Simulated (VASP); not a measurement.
# Hf2H (P6_3/mmc) in VASP: notebook

The runs below take Hf2H through single point, relaxation of cell and atoms, with PBE.

All numbers are computed with VASP 6.6.1; they aren't measurements. Logs are shortened: lines on timing, memory, paths and dates and some standing lists are left out, and cuts for length are marked.

## 1. The cell of the first run

Symmetry: P6_3/mmc, No. 194, hexagonal system. Conventional cell: a = 4.471 Å, b = 4.471 Å, c = 5.554 Å, α = 90.00°, β = 90.00°, γ = 120.00°. Within 3.7 Å of Hf (site symmetry -3m) lie 8 Hf at 2.78 to 2.93 Å and 6 H at 2.93 Å. Hf (site symmetry -6m2) has 5 H at 2.58 to 2.78 Å and 6 Hf at 2.93 Å within 3.4 Å. Within 3.4 Å of H (site symmetry -6m2) lie 11 Hf at 2.58 to 2.93 Å.

## 2. Single point, PBE

The input, INCAR:

```
SYSTEM = Hf2H
PREC = Accurate
ENCUT = 520
EDIFF = 1E-6
ISMEAR = 0
SIGMA = 0.1
LREAL = .False.
LASPH = .True.
NELM = 60
ALGO = Normal
ISIF = 2
LWAVE = .False.
LCHARG = .False.
GGA = PE
NBANDS = 30
```

The input, KPOINTS:

```
regular mesh
0
Gamma
  6 6 4
  0 0 0
```

The input, POSCAR:

```
Hf2H
1.0
    4.4708033500      0.0000000000      0.0000000000
   -2.2354016700      3.8718292700      0.0000000000
    0.0000000000      0.0000000000      5.5535035300
Hf H
4 2
Direct
    0.0000000000      0.0000000000      0.0000000000
    0.0000000000      0.0000000000      0.5000000000
    0.3333333300      0.6666666700      0.7500000000
    0.6666666700      0.3333333300      0.2500000000
    0.3333333300      0.6666666700      0.2500000000
    0.6666666700      0.3333333300      0.7500000000
```

Potentials or basis: VASP PAW PBE potentials, release 64 (Hf_pv, H).

On the command line:

```console
cat potpaw_PBE.64/Hf_pv/POTCAR potpaw_PBE.64/H/POTCAR > POTCAR
mpirun -np 1 vasp_std > vasp.out
```

OUTCAR:

```text
SYSTEM = Hf2H
   PREC = Accurate
   ENCUT = 520
   EDIFF = 1E-6
   ISMEAR = 0
   LREAL = .False.
   LASPH = .True.
   NELM = 60
   ISIF = 2
   GGA = PE

 ion  position               nearest neighbor table
   1  0.000  0.000  0.000-   2 2.78   2 2.78   4 2.93   3 2.93   3 2.93   4 2.93   4 2.93   3 2.93

   2  0.000  0.000  0.500-   1 2.78   1 2.78   4 2.93   3 2.93   3 2.93   4 2.93   4 2.93   3 2.93

   3  0.333  0.667  0.750-   1 2.93   2 2.93   1 2.93   2 2.93   1 2.93   2 2.93   4 3.79   4 3.79
                             4 3.79   4 3.79   4 3.79   4 3.79
   4  0.667  0.333  0.250-   1 2.93   2 2.93   1 2.93   2 2.93   1 2.93   2 2.93   3 3.79   3 3.79
                             3 3.79   3 3.79   3 3.79   3 3.79
   5  0.333  0.667  0.250-
   6  0.667  0.333  0.750-

  LATTYP: Found a hexagonal cell.
 ALAT       =     4.4708033500
 C/A-ratio  =     1.2421712823

  Lattice vectors:

 A1 = (   4.4708033500,   0.0000000000,   0.0000000000)
 A2 = (  -2.2354016700,   3.8718292700,   0.0000000000)
 A3 = (   0.0000000000,   0.0000000000,   5.5535035300)

Analysis of symmetry for initial positions (statically):
=====================================================================
 Subroutine PRICEL returns:
 Original cell was already a primitive cell.

 Routine SETGRP: Setting up the symmetry group for a
 hexagonal supercell.

 Subroutine GETGRP returns: Found 24 space group operations
 (whereof 12 operations were pure point group operations)
 out of a pool of 24 trial point group operations.

The static configuration has the point symmetry D_3d.
 The point group associated with its full space group is D_6h.

Analysis of symmetry for dynamics (positions and initial velocities):
=====================================================================
 Subroutine PRICEL returns:
 Original cell was already a primitive cell.

 Routine SETGRP: Setting up the symmetry group for a
 hexagonal supercell.

 Subroutine GETGRP returns: Found 24 space group operations
 (whereof 12 operations were pure point group operations)
 out of a pool of 24 trial point group operations.

The dynamic configuration has the point symmetry D_3d.
 The point group associated with its full space group is D_6h.

 Subroutine INISYM returns: Found 24 space group operations
 (whereof 12 operations are pure point group operations),
 and found     1 'primitive' translations

----------------------------------------------------------------------------------------

                                     Primitive cell

  volume of cell :      96.1322

  direct lattice vectors                    reciprocal lattice vectors
     4.470803350  0.000000000  0.000000000     0.223673448  0.129137925  0.000000000
    -2.235401670  3.871829270  0.000000000     0.000000000  0.258275851  0.000000000
     0.000000000  0.000000000  5.553503530     0.000000000  0.000000000  0.180066510

  length of vectors
     4.470803350  4.470803342  5.553503530     0.258275851  0.258275851  0.180066510

  position of ions in fractional coordinates (direct lattice)
     0.000000000  0.000000000  0.000000000
     0.000000000  0.000000000  0.500000000
     0.333333330  0.666666670  0.750000000
     0.666666670  0.333333330  0.250000000
     0.333333330  0.666666670  0.250000000
     0.666666670  0.333333330  0.750000000

  ion indices of the primitive-cell ions
   primitive index   ion index
                 1           1
                 2           2
                 3           3
                 4           4
                 5           5
                 6           6

----------------------------------------------------------------------------------------

 KPOINTS: regular mesh

Automatic generation of k-mesh.
 Grid dimensions read from file:
 generate k-points for:    6    6    4

 Generating k-lattice:

  Cartesian coordinates                     Fractional coordinates (reciprocal lattice)
     0.037278908  0.021522988  0.000000000     0.166666667  0.000000000  0.000000000
     0.000000000  0.043045975  0.000000000     0.000000000  0.166666667  0.000000000
     0.000000000  0.000000000  0.045016628     0.000000000  0.000000000  0.250000000

  Length of vectors
     0.043045975  0.043045975  0.045016628

  Shift w.r.t. Gamma in fractional coordinates (k-lattice)
     0.000000000  0.000000000  0.000000000

 Subroutine IBZKPT returns following result:
 ===========================================

 Found     21 irreducible k-points:

 Following reciprocal coordinates:
            Coordinates               Weight
  0.000000  0.000000  0.000000      1.000000
  0.166667 -0.000000  0.000000      6.000000
  0.333333 -0.000000  0.000000      6.000000
  0.500000 -0.000000  0.000000      3.000000
  0.166667  0.166667  0.000000      6.000000
  0.333333  0.166667  0.000000     12.000000
[... 13 lines left out ...]
  0.333333  0.166667  0.500000     12.000000
  0.333333  0.333333  0.500000      2.000000
   k-points           NKPTS =     21   k-points in BZ     NKDIM =     21   number of bands    NBANDS=     30
   number of dos      NEDOS =    301   number of ions     NIONS =      6
   total plane-waves  NPLWV =  54432
   dimension x,y,z NGX =    36 NGY =   36 NGZ =   42
   dimension x,y,z NGXF=    72 NGYF=   72 NGZF=   84
   ions per type =               4   2
   NGX,Y,Z   is equivalent  to a cutoff of  13.39, 13.39, 12.57 a.u.
   NGXF,Y,Z  is equivalent  to a cutoff of  26.77, 26.77, 25.15 a.u.
 SYSTEM =  Hf2H
   PREC   = accura    normal or accurate (medium, high low for compatibility)
   ISTART =      0    job   : 0-new  1-cont  2-samecut
   ICHARG =      2    charge: 1-file 2-atom 10-const
   ISPIN  =      1    spin polarized calculation?
   LNONCOLLINEAR =      F non collinear calculations
   LSORBIT =      F    spin-orbit coupling
   LASPH  =      T    aspherical Exc in radial PAW
   ENCUT  =  520.0 eV  38.22 Ry    6.18 a.u.   8.31  8.31 10.33*2*pi/ulx,y,z
   NELM   =     60;   NELMIN=  2; NELMDL= -5     # of ELM steps
   EDIFF  = 0.1E-05   stopping-criterion for ELM
   LREAL  =      F    real-space projection
   EDIFFG = 0.1E-04   stopping-criterion for IOM
   NSW    =      0    number of steps for IOM
   IBRION =     -1    ionic relax: 0-MD 1-quasi-New 2-CG
   NFREE  =      0    steps in history (QN), initial steepest desc. (CG)
   ISIF   =      2    stress and relaxation
   ISYM   =      2    0-nonsym 1-usesym 2-fastsym
   POTIM  = 0.5000    time-step for ionic-motion
   TEBEG  =    0.0;   TEEND  =   0.0 temperature during run
   PSTRESS=    0.0 pullay stress
   NELECT =      42.0000    total number of electrons
   NUPDOWN=      -1.0000    fix difference up-down
   EMIN   =  10.00;   EMAX   =-10.00  energy-range for DOS
   EFERMI =   0.00;   METHOD = LEGACY
   ISMEAR =     0;   SIGMA  =   0.10  broadening in eV -4-tet -1-fermi 0-gaus
   EFERMI_NEDOS =   21; number of points for ismear=-14 and -15
   IALGO  =     38    algorithm
   IMIX   =      4    mixing-type and parameters
     AMIX     =   0.40;   BMIX     =  1.00
     AMIX_MAG =   1.60;   BMIX_MAG =  1.00
  volume/ion in A,a.u.               =      16.02       108.12
  Fermi-wavevector in a.u.,A,eV,Ry     =   1.242229  2.347472 20.995597  1.543133
  Thomas-Fermi vector in A             =   2.376593
   LORBIT       =      0    0 simple, 1 ext, 2 COOP (PROOUT), +10 PAW based schemes
   GGA     = PE    functional components
   LHFCALC =     F    Hartree Fock is set to
   AEXX    =    0.0000 exact exchange contribution
   IVDW    =     0    specifies the selected vdW correction
   LEPSILON=     F    determine dielectric tensor
   LRPA    =     F    only Hartree local field effects (RPA)
 non-spin polarized calculation
 Gauss-broadening in eV      SIGMA  =   0.10
  energy-cutoff  :      520.00
  volume of cell :       96.13
 maximum number of plane-waves:      2610
 NGX is ok and might be reduce to    36
   NGX = 17   NGY = 17   NGZ = 21

 number of electron      41.9999990 magnetization

 Free energy of the ion-electron system (eV)
  ---------------------------------------------------
  ext. energy  EPLUGINS =         0.00000000
  ---------------------------------------------------
  free energy    TOTEN  =       -41.54972989 eV

  energy without entropy =      -41.51347065  energy(sigma->0) =      -41.53160027

 E-fermi :   4.5386     XC(G=0): -11.1611

 val. band max:        4.5327991165   @ k =   0.1667   0.1667   0.2500
 cond. band min:       4.5645013771   @ k =   0.3333  -0.0000   0.0000
 fundamental gap:      0.0317022606
 Fermi energy:         4.5386126741

 k-point     1 :       0.0000    0.0000    0.0000
  band No.  band energies     occupation
      1     -26.2139      2.00000
      2     -26.1797      2.00000
      3     -26.1797      2.00000
      4     -25.9717      2.00000
      5     -25.9441      2.00000
      6     -25.9441      2.00000
[... 22 lines left out ...]
     29       8.5951      0.00000
     30       9.4416      0.00000

 k-point     2 :       0.1667   -0.0000    0.0000
  band No.  band energies     occupation
      1     -26.3236      2.00000
      2     -26.2143      2.00000
      3     -26.1457      2.00000
      4     -26.0265      2.00000
      5     -25.9302      2.00000
      6     -25.8950      2.00000
[... 22 lines left out ...]
     29       8.1805      0.00000
     30       9.1688      0.00000

 k-point     3 :       0.3333   -0.0000    0.0000
  band No.  band energies     occupation
      1     -26.4532      2.00000
      2     -26.2717      2.00000
      3     -26.1106      2.00000
      4     -26.0449      2.00000
      5     -25.9124      2.00000
      6     -25.8995      2.00000
[... 583 lines left out ...]
     29       7.9507      0.00000
     30       7.9507      0.00000

 k-point    21 :       0.3333    0.3333    0.5000
  band No.  band energies     occupation
      1     -26.2736      2.00000
      2     -26.2736      2.00000
      3     -26.0987      2.00000
      4     -26.0987      2.00000
      5     -25.8863      2.00000
      6     -25.8863      2.00000
[... 22 lines left out ...]
     29       8.1254      0.00000
     30       8.1254      0.00000

------------------------ aborting loop because EDIFF is reached ----------------------------------------

  FORCE on cell =-STRESS in cart. coord.  units (eV):
  Direction    XX          YY          ZZ          XY          YZ          ZX
  --------------------------------------------------------------------------------------
  -------------------------------------------------------------------------------------
  Total        0.9234515      0.9234514      5.0192836      0.0000000      0.0000000      0.0000000
  in kB       15.3906099     15.3906099     83.6533811      0.0000000      0.0000000      0.0000000
  external PRESSURE =      38.1448670 kB  Pullay stress =       0.0000000 kB

 VOLUME and BASIS-vectors are now :
 -----------------------------------------------------------------------------
  energy-cutoff  :      520.00
  volume of cell :       96.13
      direct lattice vectors                 reciprocal lattice vectors
     4.470803350  0.000000000  0.000000000     0.223673448  0.129137925  0.000000000
    -2.235401670  3.871829270  0.000000000     0.000000000  0.258275851  0.000000000
     0.000000000  0.000000000  5.553503530     0.000000000  0.000000000  0.180066510

 POSITION                                       TOTAL-FORCE (eV/Angst)
 -----------------------------------------------------------------------------------
      0.00000      0.00000      0.00000         0.000000      0.000000      0.000000
      0.00000      0.00000      2.77675         0.000000      0.000000      0.000000
     -0.00000      2.58122      4.16513         0.000000      0.000000      0.000000
      2.23540      1.29061      1.38838        -0.000000     -0.000000      0.000000
     -0.00000      2.58122      1.38838        -0.000000      0.000000      0.000000
      2.23540      1.29061      4.16513         0.000000     -0.000000      0.000000
 -----------------------------------------------------------------------------------
    total drift:                               -0.000003      0.000002     -0.000000

  FREE ENERGIE OF THE ION-ELECTRON SYSTEM (eV)
  ---------------------------------------------------
  free  energy   TOTEN  =       -41.5497298915 eV

  energy  without entropy=      -41.5134706502  energy(sigma->0) =      -41.53160027
```

It took 66 s on 1 thread of Oxide Virtual Turin-like, shared host; peak memory 0.2 GiB.

What came out:

* Free energy: -41.5497 eV
* Pressure: 3.8 GPa
* Band gap on the k mesh: zero (band 21 reaches 4.93 eV, above the bottom of band 22 at 3.96 eV)

Levels at points of the mesh, in eV from the Fermi level:
```csv
k point,band 19,band 20,band 21,band 22,band 23,band 24
"(0.00, 0.00, 0.00)",-1.46,-1.46,0.03,0.03,0.28,0.28
"(0.50, 0.00, 0.00)",0.15,0.33,0.39,0.48,0.49,1.00
"(0.00, 0.00, 0.50)",-0.94,-0.94,-0.58,-0.58,-0.58,-0.58
"(0.50, 0.00, 0.50)",-0.35,-0.35,-0.09,-0.09,0.47,0.47
```

Caveat: spin-orbit coupling is left out, which moves the levels of the heavy elements.

## 3. Single point, PBE

This run uses another cell than the first one, of 16.74 Å³/atom, 1.045 times its volume.

The input, INCAR:

```
SYSTEM = Hf2H
PREC     = Accurate       ! precision mode
ENCUT    = 520            ! plane-wave cutoff, eV
EDIFF    = 1E-6           ! SCF threshold, eV
ISMEAR   = 0              ! smearing method
SIGMA    = 0.1            ! smearing width, eV
LREAL    = .FALSE.        ! projectors in reciprocal space
LASPH    = .TRUE.         ! aspherical terms in the spheres
NELM     = 80             ! most SCF steps
ALGO     = Normal         ! electronic algorithm
ISIF     = 2              ! what is computed and relaxed
LWAVE    = .FALSE.        ! write WAVECAR
LCHARG   = .FALSE.        ! write CHGCAR
GGA      = PE             ! functional
NBANDS   = 30             ! bands
```

The input, KPOINTS:

```
regular mesh
0
G
  6 6 4
  0 0 0
```

The input, POSCAR:

```
Hf2H
1.0
    3.2972853377     -0.0000000021      0.0000000000
   -1.6486426670      2.8555328670      0.0000000000
    0.0000000000      0.0000000000     10.6679328496
Hf H
4 2
Direct
    0.0000000000      0.0000000000      0.0000000000
    0.0000000000      0.0000000000      0.5000000000
    0.3333333333      0.6666666667      0.7500000000
    0.6666666667      0.3333333333      0.2500000000
    0.3333333333      0.6666666667      0.2500000000
    0.6666666667      0.3333333333      0.7500000000
```

Potentials or basis: VASP PAW PBE potentials, release 64 (Hf_pv, H).

On the command line:

```console
cat potpaw_PBE.64/Hf_pv/POTCAR potpaw_PBE.64/H/POTCAR > POTCAR
mpirun -np 1 vasp_std > vasp.out
```

Wall time 99 s (1 thread of Oxide Virtual Turin-like, shared host); peak memory 0.22 GiB.

Results (log left out):

```yaml
Free_energy: -46.2879 eV
Pressure: -0.5 GPa
Band_gap_on_the_k_mesh: zero (band 21 reaches 5.22 eV, above the bottom of band 22 at 3.98 eV)
```

Stress tensor (GPa, compression positive):
```
-0.57  0.00  0.00
 0.00 -0.57  0.00
 0.00  0.00 -0.42
```

Levels at points of the mesh, in eV from the Fermi level:
```
           k point  band 19  band 20  band 21  band 22  band 23  band 24
(0.00, 0.00, 0.00)     0.23     0.50     0.95     0.95     1.24     1.24
(0.50, 0.00, 0.00)    -1.04    -0.45    -0.32    -0.07     0.18     1.20
(0.00, 0.00, 0.50)     0.35     0.35     1.12     1.12     1.12     1.12
(0.50, 0.00, 0.50)    -0.67    -0.67    -0.01    -0.01     0.99     0.99
```

Caveat: the k points lie up to 0.37 Å⁻¹ apart; spin-orbit coupling is left out, which moves the levels of the heavy elements.

## 4. Single point, PBE

This run uses another cell than the first one, of 16.76 Å³/atom, 1.046 times its volume.

The input, INCAR:

```
SYSTEM = Hf2H
PREC = Accurate
ENCUT = 520
EDIFF = 1E-6
ISMEAR = 0
SIGMA = 0.1
LREAL = .False.
LASPH = .True.
NELM = 80
ALGO = Normal
ISIF = 2
LWAVE = .False.
LCHARG = .True.
GGA = PE
LELF = .True.
LVHAR = .True.
NBANDS = 30
```

The input, KPOINTS:

```
regular mesh
0
Gamma
  12 12 4
  0 0 0
```

POSCAR: that of step 3 with these lines changed.

```diff
@@ -2,5 +2,5 @@
 1.0
-    3.2972853377     -0.0000000021      0.0000000000
-   -1.6486426670      2.8555328670      0.0000000000
-    0.0000000000      0.0000000000     10.6679328496
+    3.2904481714      0.0000000000      0.0000000000
+   -1.6452240857      2.8496117062      0.0000000000
+    0.0000000000      0.0000000000     10.7221966333
 Hf H
```

On the command line:

```console
cat potpaw_PBE.64/Hf_pv/POTCAR potpaw_PBE.64/H/POTCAR > POTCAR
mpirun -np 1 vasp_std > vasp.out
```

Wall time 2.8 min (1 thread of Oxide Virtual Turin-like, shared host); peak memory 0.26 GiB.

It converged, with:

```yaml
Free_energy: -46.3058 eV
Pressure: -0.4 GPa
Band_gap_on_the_k_mesh: zero (band 21 reaches 5.23 eV, above the bottom of band 22 at 3.77 eV)
```

Stress tensor (GPa, compression positive):
```
-0.47  0.00  0.00
 0.00 -0.47  0.00
 0.00  0.00 -0.37
```

Levels at points of the mesh, in eV from the Fermi level:
```
           k point  band 17  band 18  band 19  band 20  band 21  band 22  band 23  band 24  band 25  band 26
(0.00, 0.00, 0.00)    -0.44     0.17     0.19     0.45     0.98     0.98     1.27     1.27     1.39     1.39
(0.50, 0.00, 0.00)    -1.30    -1.29    -1.04    -0.43    -0.35    -0.06     0.17     1.24     1.69     2.67
(0.00, 0.00, 0.50)    -0.17    -0.17     0.32     0.32     1.14     1.14     1.14     1.14     1.50     1.50
(0.50, 0.00, 0.50)    -1.67    -1.67    -0.66    -0.66    -0.02    -0.02     0.99     0.99     1.64     1.64
```

Caveat: spin-orbit coupling is left out, which moves the levels of the heavy elements.

(Continued in part 2 of 2.)
